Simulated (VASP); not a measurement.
# TiNiO2 (R-3m) in VASP: single point with PBE

Aim: the single point of TiNiO2 with PBE.

Program: VASP 6.6.1. These are calculated values, not measurements. Logs are shortened: lines on timing, memory, paths and dates and some standing lists are left out, and cuts for length are marked.

## 1. The cell of the first run

The structure is trigonal, space group R-3m (No. 166). Conventional cell: a = 2.976 Å, b = 2.976 Å, c = 17.112 Å, α = 90.00°, β = 90.00°, γ = 120.00°. Within 2.5 Å of Ti (site symmetry -3m) lie 2 O at 1.85 Å. Within 2.5 Å of O (site symmetry 3m) lie 1 Ti at 1.85 Å and 3 Ni at 1.99 Å. Within 2.6 Å of Ni (site symmetry -3m) lie 6 O at 1.99 Å.

## 2. Single point, PBE

The input, POSCAR:

```
TiNiO2
1.0
    2.9755118800      0.0000000000      0.0000000000
   -1.4877554400      2.5768689800      0.0000000000
    0.0000000000     -1.7179089800      5.7040487900
Ti O Ni
1 2 1
Direct
    0.0000000000      0.0000000000      0.0000000000
    0.1079200000      0.2158400000      0.3237600000
    0.8920800000      0.7841600000      0.6762400000
    0.5000000000      0.0000000000      0.5000000000
```

The input, INCAR.step1:

```
  ALGO = Normal
  EDIFF = 1E-6
  ENCUT = 520
  GGA = PE
  ISIF = 2
  ISMEAR = -1
  LASPH = True
  LCHARG = True
  LMAXMIX = 4
  LREAL = False
  LWAVE = False
  NBANDS = 25
  NELM = 80
  PREC = Accurate
  SIGMA = 0.1
```

The input, KPOINTS.step1:

```
k-points
0
Gamma
  10 10 10
```

The input, INCAR.step2:

```
  ALGO = Normal
  EDIFF = 1E-6
  ENCUT = 520
  GGA = PE
  ICHARG = 11
  ISIF = 2
  ISMEAR = -5
  LASPH = True
  LCHARG = False
  LMAXMIX = 4
  LORBIT = 10
  LREAL = False
  LWAVE = False
  NBANDS = 25
  NEDOS = 1001
  NELM = 80
  PREC = Accurate
  SIGMA = 0.1
```

The input, KPOINTS.step2:

```
k-points
0
Gamma
  15 15 15
```

Potentials or basis: VASP PAW PBE potentials, release 64 (Ti_sv, O, Ni).

Command:

```bash
$ cat potpaw_PBE.64/Ti_sv/POTCAR potpaw_PBE.64/O/POTCAR potpaw_PBE.64/Ni/POTCAR > POTCAR
$ cp INCAR.step1 INCAR
$ cp KPOINTS.step1 KPOINTS
$ mpirun -np 1 vasp_std > vasp.out
$ cp INCAR.step2 INCAR
$ cp KPOINTS.step2 KPOINTS
$ mpirun -np 1 vasp_std > vasp.out
```

OUTCAR:

```text
EDIFF = 1E-6
   ENCUT = 520
   GGA = PE
   ICHARG = 11
   ISIF = 2
   ISMEAR = -5
   LASPH = True
   LORBIT = 10
   LREAL = False
   NELM = 80
   PREC = Accurate

 ion  position               nearest neighbor table
   1  0.000  0.000  0.000-   2 1.85   3 1.85
   2  0.108  0.216  0.324-   1 1.85   4 1.99   4 1.99   4 1.99
   3  0.892  0.784  0.676-   1 1.85   4 1.99   4 1.99   4 1.99
   4  0.500  0.000  0.500-   2 1.99   3 1.99   2 1.99   3 1.99   2 1.99   3 1.99

  LATTYP: Found a trigonal (rhomboedric) cell.
 ALAT       =     5.9571288271
 COS(alpha) =     0.8752560843

  Lattice vectors:

 A1 = (  -0.0000000000,  -1.7179089800,   5.7040487900)
 A2 = (   1.4877564400,   0.8589600000,   5.7040487900)
 A3 = (  -1.4877554400,   0.8589600000,   5.7040487900)

Analysis of symmetry for initial positions (statically):
=====================================================================
 Subroutine PRICEL returns:
 Original cell was already a primitive cell.

 Routine SETGRP: Setting up the symmetry group for a
 trigonal (rhombohedral) supercell.

 Subroutine GETGRP returns: Found 12 space group operations
 (whereof 12 operations were pure point group operations)
 out of a pool of 12 trial point group operations.

The static configuration has the point symmetry D_3d.

Analysis of symmetry for dynamics (positions and initial velocities):
=====================================================================
 Subroutine PRICEL returns:
 Original cell was already a primitive cell.

 Routine SETGRP: Setting up the symmetry group for a
 trigonal (rhombohedral) supercell.

 Subroutine GETGRP returns: Found 12 space group operations
 (whereof 12 operations were pure point group operations)
 out of a pool of 12 trial point group operations.

The dynamic configuration has the point symmetry D_3d.

 Subroutine INISYM returns: Found 12 space group operations
 (whereof 12 operations are pure point group operations),
 and found     1 'primitive' translations

----------------------------------------------------------------------------------------

                                     Primitive cell

  volume of cell :      43.7358

  direct lattice vectors                    reciprocal lattice vectors
     2.975511880  0.000000000  0.000000000     0.336076628  0.194033859  0.058437878
    -1.487755440  2.576868980  0.000000000     0.000000000  0.388067848  0.116875796
     0.000000000 -1.717908980  5.704048790     0.000000000  0.000000000  0.175314068

  length of vectors
     2.975511880  2.975511719  5.957128827     0.392443148  0.405285833  0.175314068

  position of ions in fractional coordinates (direct lattice)
     0.000000000  0.000000000  0.000000000
     0.107920000  0.215840000  0.323760000
     0.892080000  0.784160000  0.676240000
     0.500000000  1.000000000  0.500000000

  ion indices of the primitive-cell ions
   primitive index   ion index
                 1           1
                 2           2
                 3           3
                 4           4

----------------------------------------------------------------------------------------

 KPOINTS: k-points

Automatic generation of k-mesh.
 Grid dimensions read from file:
 generate k-points for:   15   15   15

 Generating k-lattice:

  Cartesian coordinates                     Fractional coordinates (reciprocal lattice)
     0.022405109  0.012935591  0.003895859     0.066666667  0.000000000  0.000000000
     0.000000000  0.025871190  0.007791720     0.000000000  0.066666667 -0.000000000
     0.000000000  0.000000000  0.011687605     0.000000000  0.000000000  0.066666667

  Length of vectors
     0.026162877  0.027019056  0.011687605

  Shift w.r.t. Gamma in fractional coordinates (k-lattice)
     0.000000000  0.000000000  0.000000000

 TETIRR: Found   4998 inequivalent tetrahedra from    20250

 Subroutine IBZKPT returns following result:
 ===========================================

 Found    344 irreducible k-points:

 Following reciprocal coordinates:
            Coordinates               Weight
  0.000000  0.000000  0.000000      1.000000
  0.066667  0.000000 -0.000000      6.000000
  0.133333  0.000000 -0.000000      6.000000
  0.200000  0.000000  0.000000      6.000000
  0.266667  0.000000 -0.000000      6.000000
  0.333333  0.000000 -0.000000      6.000000
[... 16 lines left out ...]
  0.000000  0.133333 -0.000000      6.000000
  0.066667  0.133333  0.000000     12.000000
 [... further k-points ...]
   k-points           NKPTS =    344   k-points in BZ     NKDIM =    344   number of bands    NBANDS=     25
   number of dos      NEDOS =   1001   number of ions     NIONS =      4
   total plane-waves  NPLWV =  27648
   dimension x,y,z NGX =    24 NGY =   24 NGZ =   48
   dimension x,y,z NGXF=    48 NGYF=   48 NGZF=   96
   ions per type =               1   2   1
   NGX,Y,Z   is equivalent  to a cutoff of  13.41, 13.41, 13.40 a.u.
   NGXF,Y,Z  is equivalent  to a cutoff of  26.82, 26.82, 26.79 a.u.
 SYSTEM =  unknown system
   PREC   = accura    normal or accurate (medium, high low for compatibility)
   ISTART =      0    job   : 0-new  1-cont  2-samecut
   ICHARG =     11    charge: 1-file 2-atom 10-const
   ISPIN  =      1    spin polarized calculation?
   LNONCOLLINEAR =      F non collinear calculations
   LSORBIT =      F    spin-orbit coupling
   LASPH  =      T    aspherical Exc in radial PAW
   ENCUT  =  520.0 eV  38.22 Ry    6.18 a.u.   5.53  5.53 11.08*2*pi/ulx,y,z
   NELM   =     80;   NELMIN=  2; NELMDL=  0     # of ELM steps
   EDIFF  = 0.1E-05   stopping-criterion for ELM
   LREAL  =      F    real-space projection
   EDIFFG = 0.1E-04   stopping-criterion for IOM
   NSW    =      0    number of steps for IOM
   IBRION =     -1    ionic relax: 0-MD 1-quasi-New 2-CG
   NFREE  =      0    steps in history (QN), initial steepest desc. (CG)
   ISIF   =      2    stress and relaxation
   ISYM   =      2    0-nonsym 1-usesym 2-fastsym
   POTIM  = 0.5000    time-step for ionic-motion
   TEBEG  =    0.0;   TEEND  =   0.0 temperature during run
   PSTRESS=    0.0 pullay stress
   NELECT =      34.0000    total number of electrons
   NUPDOWN=      -1.0000    fix difference up-down
   EMIN   =  10.00;   EMAX   =-10.00  energy-range for DOS
   EFERMI =   0.00;   METHOD = LEGACY
   ISMEAR =    -5;   SIGMA  =   0.10  broadening in eV -4-tet -1-fermi 0-gaus
   EFERMI_NEDOS =   21; number of points for ismear=-14 and -15
   IALGO  =     38    algorithm
   IMIX   =      4    mixing-type and parameters
     AMIX     =   0.40;   BMIX     =  1.00
     AMIX_MAG =   1.60;   BMIX_MAG =  1.00
  volume/ion in A,a.u.               =      10.93        73.79
  Fermi-wavevector in a.u.,A,eV,Ry     =   1.505296  2.844598 30.829680  2.265918
  Thomas-Fermi vector in A             =   2.616164
   LORBIT       =     10    0 simple, 1 ext, 2 COOP (PROOUT), +10 PAW based schemes
   GGA     = PE    functional components
   LHFCALC =     F    Hartree Fock is set to
   AEXX    =    0.0000 exact exchange contribution
   IVDW    =     0    specifies the selected vdW correction
   LEPSILON=     F    determine dielectric tensor
   LRPA    =     F    only Hartree local field effects (RPA)
 non-spin polarized calculation
 Fermi weights with tetrahedron method with Bloechl corrections
  energy-cutoff  :      520.00
  volume of cell :       43.74
 maximum number of plane-waves:      1215
 NGX is ok and might be reduce to    24

 number of electron      34.0000005 magnetization

 Free energy of the ion-electron system (eV)
  ---------------------------------------------------
  ext. energy  EPLUGINS =         0.00000000
  ---------------------------------------------------
  free energy    TOTEN  =       -27.45272792 eV

  energy without entropy =      -27.45272792  energy(sigma->0) =      -27.45272792

 E-fermi :   7.3317     XC(G=0): -11.8024

 val. band max:        7.3502180684   @ k =   0.0000   0.1333   0.0667
 cond. band min:       7.3055512279   @ k =   0.2000   0.1333  -0.0000
 fundamental gap:     -0.0446668405
 Fermi energy:         7.3316773502

 k-point     1 :       0.0000    0.0000    0.0000
  band No.  band energies     occupation
      1     -49.7716      2.00000
      2     -26.2989      2.00000
      3     -25.7792      2.00000
      4     -25.7792      2.00000
      5     -13.1200      2.00000
      6     -11.2651      2.00000
[... 17 lines left out ...]
     24      12.5618      0.00000
     25      17.0263      0.00000

 k-point     2 :       0.0667    0.0000   -0.0000
  band No.  band energies     occupation
      1     -49.7690      2.00000
      2     -26.2961      2.00000
      3     -25.7971      2.00000
      4     -25.7833      2.00000
      5     -13.0794      2.00000
      6     -11.2617      2.00000
[... 17 lines left out ...]
     24      12.8548      0.00000
     25      17.0164      0.00000

 k-point     3 :       0.1333    0.0000   -0.0000
  band No.  band energies     occupation
      1     -49.7616      2.00000
      2     -26.2880      2.00000
      3     -25.8473      2.00000
      4     -25.7950      2.00000
      5     -12.9624      2.00000
      6     -11.2528      2.00000
[... 17 lines left out ...]
     24      13.5345      0.00000
     25      16.9840      0.00000

 k-point     4 :       0.2000    0.0000    0.0000
  band No.  band energies     occupation
      1     -49.7507      2.00000
      2     -26.2760      2.00000
      3     -25.9207      2.00000
      4     -25.8120      2.00000
      5     -12.7817      2.00000
      6     -11.2430      2.00000
[... 17 lines left out ...]
     24      14.3856      0.00000
     25      16.9152      0.00000
[... 477 lines left out ...]
 k-point    22 :      -0.1333    0.0667    0.0000
  band No.  band energies     occupation
      1     -49.7640      2.00000
      2     -26.2906      2.00000
      3     -25.8305      2.00000
      4     -25.7918      2.00000
      5     -13.0055      2.00000
      6     -11.2485      2.00000
[... 17 lines left out ...]
     24      13.2737      0.00000
     25      17.0068      0.00000

 k-point    23 :       0.0000    0.1333   -0.0000
  band No.  band energies     occupation
      1     -49.7616      2.00000
      2     -26.2881      2.00000
      3     -25.8473      2.00000
      4     -25.7949      2.00000
      5     -12.9444      2.00000
      6     -11.2788      2.00000
[... 17 lines left out ...]
     24      13.7084      0.00000
     25      16.9472      0.00000

 k-point    24 :       0.0667    0.1333    0.0000
  band No.  band energies     occupation
      1     -49.7549      2.00000
      2     -26.2807      2.00000
      3     -25.8907      2.00000
      4     -25.8077      2.00000
      5     -12.8259      2.00000
      6     -11.2829      2.00000
[... 17 lines left out ...]
     24      14.2381      0.00000
     25      16.9253      0.00000

 [... further k-points ...]
[... 5 lines left out ...]
  --------------------------------------------------------------------------------------
  -------------------------------------------------------------------------------------
  Total        4.3686862      4.3686865      6.5486355      0.0000008      0.0000042      0.0000004
  in kB      160.0383895    160.0384023    239.8966286      0.0000311      0.0001545      0.0000140
  external PRESSURE =     186.6578068 kB  Pullay stress =       0.0000000 kB

 VOLUME and BASIS-vectors are now :
 -----------------------------------------------------------------------------
  energy-cutoff  :      520.00
  volume of cell :       43.74
      direct lattice vectors                 reciprocal lattice vectors
     2.975511880  0.000000000  0.000000000     0.336076628  0.194033859  0.058437878
    -1.487755440  2.576868980  0.000000000     0.000000000  0.388067848  0.116875796
     0.000000000 -1.717908980  5.704048790     0.000000000  0.000000000  0.175314068

 POSITION                                       TOTAL-FORCE (eV/Angst)
 -----------------------------------------------------------------------------------
      0.00000      0.00000      0.00000         0.000000      0.000000      0.000000
      0.00000      0.00000      1.84674         0.000000      0.000000      0.673540
      1.48776      0.85896      3.85731        -0.000000     -0.000000     -0.673540
      1.48776     -0.85895      2.85202         0.000000      0.000000      0.000000
 -----------------------------------------------------------------------------------
    total drift:                                0.000000      0.000000     -0.000000

  FREE ENERGIE OF THE ION-ELECTRON SYSTEM (eV)
  ---------------------------------------------------
  free  energy   TOTEN  =       -27.4527279157 eV

  energy  without entropy=      -27.4527279157  energy(sigma->0) =      -27.45272792

 total charge

# of ion       s       p       d       tot
------------------------------------------
    1        2.259   6.182   1.941  10.381
    2        1.581   3.439   0.000   5.020
    3        1.581   3.439   0.000   5.020
    4        0.369   0.512   8.326   9.207
--------------------------------------------------
tot          5.790  13.572  10.267  29.629
```

Wall time 7.1 min (1 thread of Intel Xeon 8259CL, shared host); peak memory 0.48 GiB.

Results:

```yaml
Valence_electrons_inside_the_program's_atomic_spheres: Ti 10.38; O 5.02; Ni 9.21
```

Caveat: the run has no spin polarisation, though such a crystal can be magnetic; semilocal functionals often make such compounds metallic where correlation or magnetic order opens a gap, which also shifts bond lengths; tetrahedron occupations give inexact forces and stress in metals.
